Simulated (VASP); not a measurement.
# Ru: single point with PBE

The system is Ru.

```
CELL_PARAMETERS angstrom
2.71988 0.00000 0.00000
-1.35994 2.35549 0.00000
0.00000 0.00000 4.29660
ATOMIC_POSITIONS crystal
Ru 0.33333 0.66667 0.25000
Ru 0.66667 0.33333 0.75000
```

```
Program                : VASP 6.6.1
Task                   : single point
Functional             : PBE
Potentials or basis    : VASP PAW PBE potentials, release 64 (Ru_pv)
Cutoff                 : 520 eV
k mesh                 : 12 × 12 × 8
Occupations            : gaussian, width 0.15 eV
Spin                   : no spin polarisation
Dipole correction      : no
Further INCAR settings : ALGO = Normal; EDIFF = 1e-06; NBANDS = 21
```

| Item | Value |
| --- | --- |
| Pressure | -0.1 GPa |
| Band gap on the k mesh | zero (bands 14 and 15 overlap by 3.10 eV) |

Levels at points of the mesh, in eV from the Fermi level:
```tsv
k point	band 11	band 12	band 13	band 14	band 15	band 16	band 17	band 18
(0.00, 0.00, 0.00)	-2.38	-1.90	-1.90	-1.40	-1.40	1.13	1.13	1.27
(0.50, 0.00, 0.00)	-2.05	-1.80	-1.51	1.35	1.76	1.85	3.96	5.99
(0.00, 0.00, 0.50)	-2.74	-2.74	-2.68	-2.68	0.50	0.50	0.50	0.50
(0.50, 0.00, 0.50)	-1.07	-1.07	0.41	0.41	1.60	1.60	3.31	3.31
```

It took 22 s on 1 thread of Intel(R) Xeon(R) Platinum 8559C (Emerald Rapids), on a shared host, peak memory 0.16 GiB.
